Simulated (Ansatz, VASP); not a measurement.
## MgO in VASP and in Ansatz

Contents of POSCAR:

```
MgO
1.0
    3.4841042127      0.0000000000      0.0000000000
   -1.7420521064      3.0173227576      0.0000000000
    0.0000000000      0.0000000000      4.1856875957
Mg O
2 2
Direct
    0.6666666667      0.3333333333      0.7500000000
    0.3333333333      0.6666666667      0.2500000000
    0.7181332944      0.1927238915      0.2500000000
    0.3333333333      0.6666666667      0.7500000000
```

File INCAR.step1:

```
ALGO = Normal
EDIFF = 1E-4
ENCUT = 520
GGA = PE
ISMEAR = 0
LASPH = True
LCHARG = False
LREAL = False
LWAVE = True
NBANDS = 16
NELM = 80
PREC = Accurate
SIGMA = 0.05
```

File INCAR.step2:

```
ALGO = Normal
EDIFF = 1E-6
ENCUT = 520
ISIF = 2
ISMEAR = 0
ISTART = 1
LASPH = True
LCHARG = False
LMIXTAU = True
LREAL = False
LWAVE = False
METAGGA = R2SCAN
NBANDS = 16
NELM = 80
PREC = Accurate
SIGMA = 0.05
```

File KPOINTS:

```
k-points
0
Gamma
  6 6 6
```

Input for Ansatz:

```yaml
crystal:
  lattice:
    - [3.4841042127, 0.0, 0.0]
    - [-1.7420521064, 3.0173227576, 0.0]
    - [0.0, 0.0, 4.1856875957]
  atoms:
    - { symbol: Mg, position: [0.6666666667, 0.3333333333, 0.75] }
    - { symbol: Mg, position: [0.3333333333, 0.6666666667, 0.25] }
    - { symbol: O, position: [0.7181332944, 0.1927238915, 0.25] }
    - { symbol: O, position: [0.3333333333, 0.6666666667, 0.75] }
basis:
  ecutwfc: 500
kpoints:
  mp_grid: { grid: [6, 6, 6] }
hamiltonian:
  xc: r2scan
scf:
  occupations: { method: gaussian, width: 0.05 }
output:
  forces: true
  stress: true
  eigenvalues: true
```

Alike in both runs: task single point; functional r2SCAN; k mesh 6 × 6 × 6; occupations gaussian, width 0.05 eV; no spin polarisation.

```csv
,VASP,Ansatz
version,VASP 6.6.1,Ansatz 0.2.0
potentials or method,"VASP PAW PBE potentials, release 64 (Mg, O), cutoff 520 eV","scalar-relativistic, plane waves, PAW"
valence electrons in the cell,16,32
```

Ansatz gave:

* gap on the k mesh at the Fermi level (eV): 3.41
* least direct gap on the mesh (eV): 3.41
* pressure (GPa): 12.5
* traceless stress, the component that is largest in VASP (GPa): 24.68
* rms of the force components (eV/Å): 2.802

Q: What did VASP give for the same quantities?

A: gap on the k mesh at the Fermi level (eV): 3.40; least direct gap on the mesh (eV): 3.40; pressure (GPa): 12.3; traceless stress, the component that is largest in VASP (GPa): 25.65; rms of the force components (eV/Å): 2.903.

VASP's potentials were made for PBE, not for r2SCAN. Atom by atom the forces differ by 0.103 eV/Å (rms over components). VASP's potentials hold 16 valence electrons a cell and Ansatz's 32, so a difference there can come from the potentials and not from the codes.
